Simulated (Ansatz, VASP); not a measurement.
**One calculation of InPd, two programs**

```
In Pd
1.0
     2.91506    0.00000    0.00000
     0.00000    2.91506    0.00000
     0.00000    0.00000    4.12190
In Pd
1 1
Direct
  0.00000 0.00000 0.00000
  0.50000 0.50000 0.50000
```

Alike in both runs: task single point; functional PBE; k mesh 16 × 16 × 16; occupations gaussian, width 0.15 eV; no spin polarisation.

|  | VASP | Ansatz |
| --- | --- | --- |
| version | VASP 6.6.1 | Ansatz 0.2.0 |
| potentials or method | VASP PAW PBE potentials, release 64 (In_d, Pd), cutoff 520 eV | scalar-relativistic, plane waves, PAW |
| valence electrons in the cell | 23 | 31 |

|  | VASP | Ansatz | Ansatz less VASP |
| --- | --- | --- | --- |
| gap on the k mesh at the Fermi level (eV) | none | none | - |
| pressure (GPa) | 4.6 | 4.5 | -0.07 |
| traceless stress, the component that is largest in VASP (GPa) | -7.35 | -7.38 | -0.028 |

A gap of «none» marks a metal or a gap that the smearing closes. VASP's potentials hold 23 valence electrons a cell and Ansatz's 31, so a difference there can come from the potentials and not from the codes.
